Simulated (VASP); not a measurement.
# ZnSe (F-43m) in VASP: notebook

The runs below take ZnSe through single point, with LDA.

Everything below comes from runs of VASP 6.6.1. Logs are shortened: lines on timing, memory, paths and dates and some standing lists are left out, and cuts for length are marked.

## (1) The cell of the first run

Symmetry: F-43m, No. 216, cubic system. Conventional cell: a = 5.335 Å, b = 5.335 Å, c = 5.335 Å, α = 90.00°, β = 90.00°, γ = 90.00°. Within 3.1 Å of Zn (site symmetry -43m) lie 4 Se at 2.31 Å. Se (site symmetry -43m) has 4 Zn at 2.31 Å within 3.1 Å.

## (2) Single point, LDA (volume 18.981 Å^3 an atom, c/a of the conventional cell 1.0000)

Contents of INCAR:

```
SYSTEM = ZnSe
  ALGO = Normal
  EDIFF = 1E-6
  ENCUT = 520
  ISIF = 2
  ISMEAR = 0
  LASPH = .TRUE.
  LCHARG = .TRUE.
  LELF = .TRUE.
  LREAL = .FALSE.
  LVHAR = .TRUE.
  LWAVE = .FALSE.
  NBANDS = 16
  NELM = 100
  PREC = Accurate
  SIGMA = 0.05
```

Contents of KPOINTS:

```
k-points
0
G
  10 10 10
  0 0 0
```

Contents of POSCAR:

```
ZnSe
1.0
    0.0000000000      2.6675118849      2.6675118849
    2.6675118849      0.0000000000      2.6675118849
    2.6675118849      2.6675118849      0.0000000000
Zn Se
1 1
Direct
    0.0000000000      0.0000000000      0.0000000000
    0.7500000000      0.7500000000      0.7500000000
```

Potentials or basis: VASP PAW LDA potentials, release 64 (Zn, Se).

Command:

```
> cat potpaw_LDA.64/Zn/POTCAR potpaw_LDA.64/Se/POTCAR > POTCAR
> mpirun -np 1 vasp_std > vasp.out
```

OUTCAR:

```text
SYSTEM = ZnSe
   EDIFF = 1E-6
   ENCUT = 520
   ISIF = 2
   ISMEAR = 0
   LASPH = .TRUE.
   LREAL = .FALSE.
   NELM = 100
   PREC = Accurate

 ion  position               nearest neighbor table
   1  0.000  0.000  0.000-   2 2.31   2 2.31   2 2.31   2 2.31
   2  0.750  0.750  0.750-   1 2.31   1 2.31   1 2.31   1 2.31

  LATTYP: Found a face centered cubic cell.
 ALAT       =     5.3350237698

  Lattice vectors:

 A1 = (   0.0000000000,   2.6675118849,   2.6675118849)
 A2 = (   2.6675118849,   0.0000000000,   2.6675118849)
 A3 = (   2.6675118849,   2.6675118849,   0.0000000000)

Analysis of symmetry for initial positions (statically):
=====================================================================
 Subroutine PRICEL returns:
 Original cell was already a primitive cell.

 Routine SETGRP: Setting up the symmetry group for a
 face centered cubic supercell.

 Subroutine GETGRP returns: Found 24 space group operations
 (whereof 24 operations were pure point group operations)
 out of a pool of 48 trial point group operations.

The static configuration has the point symmetry T_d .

Analysis of symmetry for dynamics (positions and initial velocities):
=====================================================================
 Subroutine PRICEL returns:
 Original cell was already a primitive cell.

 Routine SETGRP: Setting up the symmetry group for a
 face centered cubic supercell.

 Subroutine GETGRP returns: Found 24 space group operations
 (whereof 24 operations were pure point group operations)
 out of a pool of 48 trial point group operations.

The dynamic configuration has the point symmetry T_d .

 Subroutine INISYM returns: Found 24 space group operations
 (whereof 24 operations are pure point group operations),
 and found     1 'primitive' translations

----------------------------------------------------------------------------------------

                                     Primitive cell

  volume of cell :      37.9620

  direct lattice vectors                    reciprocal lattice vectors
     0.000000000  2.667511885  2.667511885    -0.187440589  0.187440589  0.187440589
     2.667511885  0.000000000  2.667511885     0.187440589 -0.187440589  0.187440589
     2.667511885  2.667511885  0.000000000     0.187440589  0.187440589 -0.187440589

  length of vectors
     3.772431485  3.772431485  3.772431485     0.324656624  0.324656624  0.324656624

  position of ions in fractional coordinates (direct lattice)
     0.000000000  0.000000000  0.000000000
     0.750000000  0.750000000  0.750000000

  ion indices of the primitive-cell ions
   primitive index   ion index
                 1           1
                 2           2

----------------------------------------------------------------------------------------

 KPOINTS: k-points

Automatic generation of k-mesh.
 Grid dimensions read from file:
 generate k-points for:   10   10   10

 Generating k-lattice:

  Cartesian coordinates                     Fractional coordinates (reciprocal lattice)
    -0.018744059  0.018744059  0.018744059     0.100000000  0.000000000  0.000000000
     0.018744059 -0.018744059  0.018744059     0.000000000  0.100000000  0.000000000
     0.018744059  0.018744059 -0.018744059     0.000000000  0.000000000  0.100000000

  Length of vectors
     0.032465662  0.032465662  0.032465662

  Shift w.r.t. Gamma in fractional coordinates (k-lattice)
     0.000000000  0.000000000  0.000000000

 Subroutine IBZKPT returns following result:
 ===========================================

 Found     47 irreducible k-points:

 Following reciprocal coordinates:
            Coordinates               Weight
  0.000000  0.000000  0.000000      1.000000
  0.100000  0.000000  0.000000      8.000000
  0.200000  0.000000  0.000000      8.000000
  0.300000  0.000000  0.000000      8.000000
  0.400000  0.000000  0.000000      8.000000
  0.500000  0.000000  0.000000      4.000000
[... 16 lines left out ...]
  0.300000  0.300000  0.000000      6.000000
  0.400000  0.300000  0.000000     24.000000
 [... further k-points ...]
   k-points           NKPTS =     47   k-points in BZ     NKDIM =     47   number of bands    NBANDS=     16
   number of dos      NEDOS =    301   number of ions     NIONS =      2
   total plane-waves  NPLWV =  21952
   dimension x,y,z NGX =    28 NGY =   28 NGZ =   28
   dimension x,y,z NGXF=    56 NGYF=   56 NGZF=   56
   ions per type =               1   1
   NGX,Y,Z   is equivalent  to a cutoff of  12.34, 12.34, 12.34 a.u.
   NGXF,Y,Z  is equivalent  to a cutoff of  24.68, 24.68, 24.68 a.u.
 SYSTEM =  ZnSe
   PREC   = accura    normal or accurate (medium, high low for compatibility)
   ISTART =      0    job   : 0-new  1-cont  2-samecut
   ICHARG =      2    charge: 1-file 2-atom 10-const
   ISPIN  =      1    spin polarized calculation?
   LNONCOLLINEAR =      F non collinear calculations
   LSORBIT =      F    spin-orbit coupling
   LASPH  =      T    aspherical Exc in radial PAW
   ENCUT  =  520.0 eV  38.22 Ry    6.18 a.u.   7.01  7.01  7.01*2*pi/ulx,y,z
   NELM   =    100;   NELMIN=  2; NELMDL= -5     # of ELM steps
   EDIFF  = 0.1E-05   stopping-criterion for ELM
   LREAL  =      F    real-space projection
   EDIFFG = 0.1E-04   stopping-criterion for IOM
   NSW    =      0    number of steps for IOM
   IBRION =     -1    ionic relax: 0-MD 1-quasi-New 2-CG
   NFREE  =      0    steps in history (QN), initial steepest desc. (CG)
   ISIF   =      2    stress and relaxation
   ISYM   =      2    0-nonsym 1-usesym 2-fastsym
   POTIM  = 0.5000    time-step for ionic-motion
   TEBEG  =    0.0;   TEEND  =   0.0 temperature during run
   PSTRESS=    0.0 pullay stress
   NELECT =      18.0000    total number of electrons
   NUPDOWN=      -1.0000    fix difference up-down
   EMIN   =  10.00;   EMAX   =-10.00  energy-range for DOS
   EFERMI =   0.00;   METHOD = LEGACY
   ISMEAR =     0;   SIGMA  =   0.05  broadening in eV -4-tet -1-fermi 0-gaus
   EFERMI_NEDOS =   21; number of points for ismear=-14 and -15
   IALGO  =     38    algorithm
   IMIX   =      4    mixing-type and parameters
     AMIX     =   0.40;   BMIX     =  1.00
     AMIX_MAG =   1.60;   BMIX_MAG =  1.00
  volume/ion in A,a.u.               =      18.98       128.09
  Fermi-wavevector in a.u.,A,eV,Ry     =   1.276584  2.412393 22.172952  1.629666
  Thomas-Fermi vector in A             =   2.409232
   LORBIT       =      0    0 simple, 1 ext, 2 COOP (PROOUT), +10 PAW based schemes
   GGA     = CA    functional components
   LHFCALC =     F    Hartree Fock is set to
   AEXX    =    0.0000 exact exchange contribution
   IVDW    =     0    specifies the selected vdW correction
   LEPSILON=     F    determine dielectric tensor
   LRPA    =     F    only Hartree local field effects (RPA)
 non-spin polarized calculation
 Gauss-broadening in eV      SIGMA  =   0.05
  energy-cutoff  :      520.00
  volume of cell :       37.96
 maximum number of plane-waves:      1034
   NGX = 13   NGY = 13   NGZ = 13

 number of electron      18.0000016 magnetization

 Free energy of the ion-electron system (eV)
  ---------------------------------------------------
  ext. energy  EPLUGINS =         0.00000000
  ---------------------------------------------------
  free energy    TOTEN  =        -7.18063465 eV

  energy without entropy =       -7.18063465  energy(sigma->0) =       -7.18063465

 E-fermi :   3.5380     XC(G=0): -10.5287

 val. band max:        3.2868435399   @ k =   0.0000   0.0000   0.0000
 cond. band min:       5.1449069953   @ k =   0.0000   0.0000   0.0000
 fundamental gap:      1.8580634554
 Fermi energy:         3.5379741620

 k-point     1 :       0.0000    0.0000    0.0000
  band No.  band energies     occupation
      1     -11.3473      2.00000
      2      -4.2282      2.00000
      3      -4.2282      2.00000
      4      -4.2282      2.00000
      5      -3.6859      2.00000
      6      -3.6859      2.00000
[... 8 lines left out ...]
     15      15.1436      0.00000
     16      15.1436      0.00000

 k-point     2 :       0.1000    0.0000    0.0000
  band No.  band energies     occupation
      1     -11.2569      2.00000
      2      -4.2332      2.00000
      3      -4.2131      2.00000
      4      -4.2131      2.00000
      5      -3.6879      2.00000
      6      -3.6879      2.00000
[... 8 lines left out ...]
     15      14.3399      0.00000
     16      14.3399      0.00000

 k-point     3 :       0.2000    0.0000    0.0000
  band No.  band energies     occupation
      1     -11.0050      2.00000
      2      -4.2290      2.00000
      3      -4.1760      2.00000
      4      -4.1760      2.00000
      5      -3.6894      2.00000
      6      -3.6894      2.00000
[... 8 lines left out ...]
     15      13.7820      0.00000
     16      14.3826      0.00000

 k-point     4 :       0.3000    0.0000    0.0000
  band No.  band energies     occupation
      1     -10.6567      2.00000
      2      -4.1574      2.00000
      3      -4.1367      2.00000
      4      -4.1367      2.00000
      5      -3.6819      2.00000
      6      -3.6819      2.00000
[... 8 lines left out ...]
     15      14.2561      0.00000
     16      14.2561      0.00000

 k-point     5 :       0.4000    0.0000    0.0000
  band No.  band energies     occupation
      1     -10.3353      2.00000
      2      -4.1122      2.00000
      3      -4.1122      2.00000
      4      -3.9213      2.00000
      5      -3.6660      2.00000
      6      -3.6660      2.00000
[... 8 lines left out ...]
     15      15.6636      0.00000
     16      15.6636      0.00000

 k-point     6 :       0.5000    0.0000    0.0000
  band No.  band energies     occupation
      1     -10.2003      2.00000
      2      -4.1048      2.00000
      3      -4.1048      2.00000
      4      -3.6573      2.00000
      5      -3.6573      2.00000
      6      -3.4743      2.00000
[... 8 lines left out ...]
     15      17.0965      0.00000
     16      17.0965      0.00000

 k-point     7 :       0.1000    0.1000    0.0000
  band No.  band energies     occupation
      1     -11.2267      2.00000
      2      -4.2483      2.00000
      3      -4.2011      2.00000
      4      -4.2011      2.00000
      5      -3.6989      2.00000
      6      -3.6788      2.00000
[... 8 lines left out ...]
     15      14.6834      0.00000
     16      15.2960      0.00000

 k-point     8 :       0.2000    0.1000    0.0000
  band No.  band energies     occupation
      1     -11.0282      2.00000
      2      -4.2582      2.00000
      3      -4.1665      2.00000
      4      -4.1641      2.00000
      5      -3.7090      2.00000
      6      -3.6728      2.00000
[... 8 lines left out ...]
     15      14.9303      0.00000
     16      15.5102      0.00000

 k-point     9 :       0.3000    0.1000    0.0000
  band No.  band energies     occupation
      1     -10.7098      2.00000
      2      -4.2231      2.00000
      3      -4.1212      2.00000
      4      -4.1200      2.00000
      5      -3.7056      2.00000
      6      -3.6650      2.00000
[... 8 lines left out ...]
     15      15.0511      0.00000
     16      15.1094      0.00000
[... 172 lines left out ...]
 k-point    19 :       0.5000    0.2000    0.0000
  band No.  band energies     occupation
      1     -10.0797      2.00000
      2      -4.1410      2.00000
      3      -4.0216      2.00000
      4      -3.8559      2.00000
      5      -3.6495      2.00000
      6      -3.5180      2.00000
[... 8 lines left out ...]
     15      17.1829      0.00000
     16      17.2252      0.00000

 k-point    20 :      -0.4000    0.2000    0.0000
  band No.  band energies     occupation
      1     -10.0483      2.00000
      2      -4.1142      2.00000
      3      -4.0312      2.00000
      4      -3.7627      2.00000
      5      -3.6745      2.00000
      6      -3.4608      2.00000
[... 8 lines left out ...]
     15      15.1866      0.00000
     16      16.9039      0.00000

 k-point    21 :      -0.3000    0.2000    0.0000
  band No.  band energies     occupation
      1     -10.2352      2.00000
      2      -4.1064      2.00000
      3      -4.0621      2.00000
      4      -3.9562      2.00000
      5      -3.7028      2.00000
      6      -3.6225      2.00000
[... 8 lines left out ...]
     15      15.8452      0.00000
     16      17.5124      0.00000

 k-point    22 :      -0.2000    0.2000    0.0000
  band No.  band energies     occupation
      1     -10.5383      2.00000
      2      -4.1532      2.00000
      3      -4.1093      2.00000
      4      -4.1092      2.00000
      5      -3.7142      2.00000
      6      -3.6477      2.00000
[... 8 lines left out ...]
     15      15.9744      0.00000
     16      17.2826      0.00000

 k-point    23 :       0.3000    0.3000    0.0000
  band No.  band energies     occupation
      1     -10.4221      2.00000
      2      -4.3330      2.00000
      3      -4.0102      2.00000
      4      -4.0102      2.00000
      5      -3.7245      2.00000
      6      -3.6370      2.00000
[... 8 lines left out ...]
     15      16.4691      0.00000
     16      19.2499      0.00000

 k-point    24 :       0.4000    0.3000    0.0000
  band No.  band energies     occupation
      1     -10.1667      2.00000
      2      -4.3063      2.00000
      3      -3.9609      2.00000
      4      -3.9542      2.00000
      5      -3.6640      2.00000
      6      -3.6296      2.00000
[... 8 lines left out ...]
     15      17.2207      0.00000
     16      19.1050      0.00000

 [... further k-points ...]
[... 5 lines left out ...]
  --------------------------------------------------------------------------------------
  -------------------------------------------------------------------------------------
  Total        3.0544043      3.0544043      3.0544043     -0.0000000      0.0000000     -0.0000000
  in kB      128.9104200    128.9104200    128.9104200     -0.0000000      0.0000000     -0.0000000
  external PRESSURE =     128.9104200 kB  Pullay stress =       0.0000000 kB

 VOLUME and BASIS-vectors are now :
 -----------------------------------------------------------------------------
  energy-cutoff  :      520.00
  volume of cell :       37.96
      direct lattice vectors                 reciprocal lattice vectors
     0.000000000  2.667511885  2.667511885    -0.187440589  0.187440589  0.187440589
     2.667511885  0.000000000  2.667511885     0.187440589 -0.187440589  0.187440589
     2.667511885  2.667511885  0.000000000     0.187440589  0.187440589 -0.187440589

 POSITION                                       TOTAL-FORCE (eV/Angst)
 -----------------------------------------------------------------------------------
      0.00000      0.00000      0.00000        -0.000000      0.000000     -0.000000
      4.00127      4.00127      4.00127         0.000000     -0.000000      0.000000
 -----------------------------------------------------------------------------------
    total drift:                               -0.000001     -0.000001     -0.000001

  FREE ENERGIE OF THE ION-ELECTRON SYSTEM (eV)
  ---------------------------------------------------
  free  energy   TOTEN  =        -7.1806346522 eV

  energy  without entropy=       -7.1806346522  energy(sigma->0) =       -7.18063465
```

Run time: 9.9 s. Hardware: 1 thread of Intel Xeon 6975P-C (Granite Rapids), shared host; peak memory 0.15 GiB.

Results:

- Free energy: -7.1806 eV
- Pressure: 12.9 GPa
- Band gap on the k mesh: 1.86 eV, direct

 A k mesh can miss the band edges.

## (3) Single point, LDA (volume 19.843 Å^3 an atom, c/a of the conventional cell 1.0000)

Contents of INCAR:

```
SYSTEM = ZnSe
  PREC = Accurate
  ENCUT = 520
  EDIFF = 1E-7
  ISMEAR = 0
  SIGMA = 0.05
  LREAL = .False.
  LASPH = .True.
  NELM = 60
  ALGO = Normal
  ISIF = 2
  LWAVE = .False.
  LCHARG = .False.
  GGA = CA
  NBANDS = 16
```

Contents of KPOINTS:

```
regular mesh
0
Gamma
  10 10 10
  0 0 0
```

Contents of POSCAR:

```
ZnSe
1.0
    0.0000000000      2.7072962236      2.7072962236
    2.7072962236      0.0000000000      2.7072962236
    2.7072962236      2.7072962236      0.0000000000
Zn Se
1 1
Direct
    0.0000000000      0.0000000000      0.0000000000
    0.7500000000      0.7500000000      0.7500000000
```

Potentials or basis: VASP PAW LDA potentials, release 64 (Zn, Se).

Command:

```
> cat potpaw_LDA.64/Zn/POTCAR potpaw_LDA.64/Se/POTCAR > POTCAR
> mpirun -np 1 vasp_std > vasp.out
```

Run time: 11 s. Hardware: 1 thread of Intel Xeon 6975P-C (Granite Rapids), shared host; peak memory 0.15 GiB.

The run converged. Its results:

```yaml
Free_energy: -7.2906 eV
Pressure: 7.8 GPa
Band_gap_on_the_k_mesh: 1.66 eV, direct
```

Levels at points of the mesh, in eV from the valence-band top:
| k point | band 7 | band 8 | band 9 | band 10 | band 11 | band 12 |
| --- | --- | --- | --- | --- | --- | --- |
| (0.00, 0.00, 0.00) | 0.00 | 0.00 | 0.00 | 1.66 | 5.63 | 5.63 |
| (0.50, 0.00, 0.00) | -6.24 | -1.10 | -1.10 | 2.61 | 6.23 | 6.23 |
| (0.50, 0.50, 0.00) | -5.45 | -2.74 | -2.74 | 2.47 | 3.26 | 11.62 |

## (4) Single point, LDA (volume 20.706 Å^3 an atom, c/a of the conventional cell 1.0000)

Contents of INCAR:

```
SYSTEM = ZnSe
ALGO = Normal
EDIFF = 1E-7
ENCUT = 520
ISIF = 2
ISMEAR = 0
LASPH = .TRUE.
LCHARG = .FALSE.
LREAL = .FALSE.
LWAVE = .FALSE.
NBANDS = 16
NELM = 100
PREC = Accurate
SIGMA = 0.05
```

Contents of KPOINTS:

```
k-points
0
G
  10 10 10
  0 0 0
```

Contents of POSCAR:

```
ZnSe
1.0
    0.0000000000      2.7459886419      2.7459886419
    2.7459886419      0.0000000000      2.7459886419
    2.7459886419      2.7459886419      0.0000000000
Zn Se
1 1
Direct
    0.0000000000      0.0000000000      0.0000000000
    0.7500000000      0.7500000000      0.7500000000
```

Command:

```
> cat potpaw_LDA.64/Zn/POTCAR potpaw_LDA.64/Se/POTCAR > POTCAR
> mpirun -np 1 vasp_std > vasp.out
```

It took 14 s on 1 thread of Intel Xeon 6975P-C (Granite Rapids), shared host; peak memory 0.16 GiB.

It converged, with:

- Free energy: -7.3514 eV
- Pressure: 3.7 GPa
- Band gap on the k mesh: 1.47 eV, direct

Levels at points of the mesh, in eV from the valence-band top:
| k point | band 5 | band 6 | band 7 | band 8 | band 9 | band 10 | band 11 | band 12 | band 13 | band 14 |
| --- | --- | --- | --- | --- | --- | --- | --- | --- | --- | --- |
| (0.00, 0.00, 0.00) | -6.62 | -6.62 | 0.00 | 0.00 | 0.00 | 1.47 | 5.66 | 5.66 | 5.66 | 10.02 |
| (0.50, 0.00, 0.00) | -6.59 | -6.42 | -5.93 | -1.02 | -1.02 | 2.54 | 6.26 | 6.26 | 8.57 | 11.25 |
| (0.50, 0.50, 0.00) | -6.56 | -6.40 | -5.25 | -2.56 | -2.56 | 2.59 | 3.29 | 11.26 | 11.75 | 11.75 |

## (5) The runs side by side

```tsv
cell	gap on the mesh (eV)	pressure (GPa)
a = 3.772 Å, angles 60.0°, 2 atoms	1.86	12.9
a = 3.829 Å, angles 60.0°, 2 atoms	1.66	7.8
a = 3.883 Å, angles 60.0°, 2 atoms	1.47	3.7
```

Alike in all rows: task single point; level LDA; potentials or basis VASP PAW LDA potentials, release 64 (Zn, Se); no spin polarisation; k mesh 10 × 10 × 10; cutoff (eV) 520; smearing gaussian 0.05 eV.

Absolute energies hang on the potentials; compare differences alone.
